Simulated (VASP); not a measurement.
Here is a VASP 6.6.1 calculation.

File INCAR:

```
PREC     = Accurate       # precision mode
ENCUT    = 520            # plane-wave cutoff, eV
EDIFF    = 1E-8           # SCF threshold, eV
ISMEAR   = -1             # smearing method
SIGMA    = 0.05           # smearing width, eV
LREAL    = F              # projectors in reciprocal space
LASPH    = T              # aspherical terms in the spheres
NELM     = 80             # most SCF steps
ALGO     = Normal         # electronic algorithm
ISIF     = 2              # what is computed and relaxed
LWAVE    = F              # write WAVECAR
LCHARG   = F              # write CHGCAR
LEFG     = T            
NBANDS   = 13             # bands
```

The input KPOINTS:

```
Automatic mesh
0
Gamma
  9 9 9
```

POSCAR

```
SrMg
1.0
    3.9000000000      0.0000000000      0.0000000000
    0.0000000000      3.9000000000      0.0000000000
    0.0000000000      0.0000000000      3.9000000000
Sr Mg
1 1
Direct
    0.5000000000      0.5000000000      0.5000000000
    0.0000000000      0.0000000000      0.0000000000
```

Potentials or basis: VASP PAW LDA potentials, release 64 (Sr_sv, Mg).

Command:

```bash
$ cat potpaw_LDA.64/Sr_sv/POTCAR potpaw_LDA.64/Mg/POTCAR > POTCAR
$ mpirun -np 1 vasp_std > vasp.out
```

(1) What does it give for the band gap on the k mesh?

(2) What does it give for the pressure?

Answers

(1) zero (bands 6 and 7 overlap by 1.38 eV).

(2) 3.3 GPa.

Caveat: the cell stands under pressure.
